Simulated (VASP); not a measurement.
AgCl: single point with PBEsol

The system is AgCl.

```
CELL_PARAMETERS angstrom
2.69473 2.69473 0.00000
-2.69473 2.69473 0.00000
0.00000 2.69473 2.69473
ATOMIC_POSITIONS crystal
Ag 0.00000 0.00000 0.00000
Cl 0.50000 0.50000 0.00000
```

```json
{
 "Program": "VASP 6.6.1",
 "Task": "single point",
 "Functional": "PBEsol",
 "Potentials or basis": "VASP PAW PBE potentials, release 64 (Ag, Cl)",
 "Cutoff": "520 eV",
 "k mesh": "8 × 8 × 8",
 "Occupations": "gaussian, width 0.01 eV",
 "Spin": "non-collinear spin, zero start, spin-orbit coupling",
 "Starting moments": "[[0.0, 0.0, 0.0], [0.0, 0.0, 0.0]] μB",
 "Dipole correction": "no",
 "Further INCAR settings": "ALGO = Normal; EDIFF = 1e-07; NBANDS = 30"
}
```

- Pressure: 1.8 GPa
- Net moment: 0.00 μB per cell
- Valence electrons inside the program's atomic spheres: Ag 9.76; Cl 5.04

Moments on the atoms (μB; x, y, z):
```
Ag  0.00 0.00 0.00
Cl  0.00 0.00 0.00
```

It took 54 s on 1 thread of Oxide Virtual Turin-like Processor, with other jobs on the host, peak memory 0.23 GiB.

Caveat: the PAW data sets were made with another functional, which shifts forces and pressure a little.
